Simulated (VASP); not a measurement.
The system is S.

```
S
1.0
     4.01980    0.00000    0.00000
    -2.00990    3.48125    0.00000
     0.00000    0.00000    4.82041
S
2
Direct
  0.33333 0.66667 0.50000
  0.66667 0.33333 0.50000
```

The cell was built from a structure type or drawn by symmetry, and may not be a known phase.

| Quantity | Value |
| --- | --- |
| Program | VASP 6.6.1 |
| Task | relaxation of cell and atoms |
| Functional | PBE |
| Potentials or basis | VASP PAW PBE potentials, release 64 (S) |
| Cutoff | 600 eV |
| k mesh | 18 × 18 × 12 |
| Occupations | gaussian, width 0.1 eV |
| Spin | no spin polarisation |

At the start: pressure -0.8 GPa; volume 33.73 Å³/atom.

Question: Where does the relaxation end?

Answer: Over 10 steps the energy falls by 2.4 meV/atom and the volume is 31.37 Å³/atom (-7.0 %); space group P6/mmm (No. 191, to 0.1 Å) before and after.

Step by step:
```
step  energy change (eV)  largest force (eV/Å)  pressure (GPa)  volume (Å³)
   1              0.0000                0.0000           -0.77        67.46
   2             -0.0030                0.0000            0.36        65.89
   3             -0.0038                0.0000           -0.02        66.37
   4             -0.0038                0.0000           -0.03        66.39
   5             -0.0038                0.0000           -0.04        66.36
   6             -0.0039                0.0000           -0.03        66.24
   7             -0.0040                0.0000           -0.03        66.01
   8             -0.0041                0.0000           -0.03        65.54
   9             -0.0045                0.0000           -0.02        64.61
  10             -0.0049                0.0000            0.00        62.74
```

Final structure:
```
CELL_PARAMETERS angstrom
3.98791 0.00000 0.00000
-1.99396 3.45363 0.00000
0.00000 0.00000 4.55531
ATOMIC_POSITIONS crystal
S 0.33333 0.66667 0.50000
S 0.66667 0.33333 0.50000
```

Caveat: this functional lacks dispersion, which binds the layers, so the pressure and a relaxed spacing across them are unreliable.
